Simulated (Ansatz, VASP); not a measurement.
**Al: VASP beside Ansatz**

The input INCAR:

```
SYSTEM = Al
PREC = Accurate ; ENCUT = 520
EDIFF = 1E-7 ; ISMEAR = 0
SIGMA = 0.1 ; LREAL = .FALSE.
LASPH = .TRUE. ; NELM = 100
ALGO = Normal ; ISIF = 2
LWAVE = .FALSE. ; LCHARG = .FALSE.
LDIPOL = .TRUE. ; IDIPOL = 3
DIPOL = 0.5 0.5 0.311 ; GGA = PS
NBANDS = 14
```

KPOINTS

```
regular mesh
0
G
  9 7 1
  0 0 0
```

File POSCAR:

```
Al
1.0
    2.8390753325      0.0000000000      0.0000000000
    0.0000000000      4.0150588398      0.0000000000
    0.0000000000      0.0000000000     19.7163007654
Al
4
Direct
    0.5000000000      0.5000000000      0.2028778140
    0.0000000000      0.0000000000      0.2748759887
    0.5000000000      0.5000000000      0.3489712107
    0.0000000000      0.0000000000      0.4167262847
```

Input for Ansatz:

```yaml
crystal:
  lattice:
    - [2.8390753335, 0.0, 0.0]
    - [0.0, 4.0150588412, 0.0]
    - [0.0, 0.0, 19.7163007569]
  atoms:
    - { symbol: Al, position: [0.5, 0.5, 0.2028778141] }
    - { symbol: Al, position: [0.0, 0.0, 0.2748759888] }
    - { symbol: Al, position: [0.5, 0.5, 0.3489712104] }
    - { symbol: Al, position: [0.0, 0.0, 0.4167262844] }
basis:
  ecutwfc: 420
kpoints:
  mp_grid: { grid: [9, 7, 1] }
hamiltonian:
  xc: pbesol
  pseudopotentials: { kind: paw, azcp: { folder: soft_1 } }
scf:
  occupations: { method: gaussian, width: 0.1 }
output:
  forces: true
  eigenvalues: true
  write_density: true
  write_potential: true
  elf: true
  volumetric_format: npy
efield:
  axis: 3
  dipole_correction: true
  ramp_width: 0.04
```

Alike in both runs: task single point; functional PBEsol; k mesh 9 × 7 × 1; occupations gaussian, width 0.1 eV; no spin polarisation.

```csv
,VASP,Ansatz
version,VASP 6.6.1,Ansatz 0.2.0
potentials or method,"VASP PAW PBE potentials, release 64 (Al), cutoff 520 eV","scalar-relativistic, plane waves, PAW"
valence electrons in the cell,12,12
```

|  | VASP | Ansatz | Ansatz less VASP |
| --- | --- | --- | --- |
| gap on the k mesh at the Fermi level (eV) | none | none | - |
| rms of the force components (eV/Å) | 0.079 | 0.079 | +0.0006 |

VASP's potentials were made for PBE, not for PBEsol, and Ansatz warns of the same on its side. Atom by atom the forces differ by 0.002 eV/Å (rms over components). A gap of «none» marks a metal or a gap that the smearing closes. With one functional, cell and mesh, what is left measures potentials, basis and numerics.
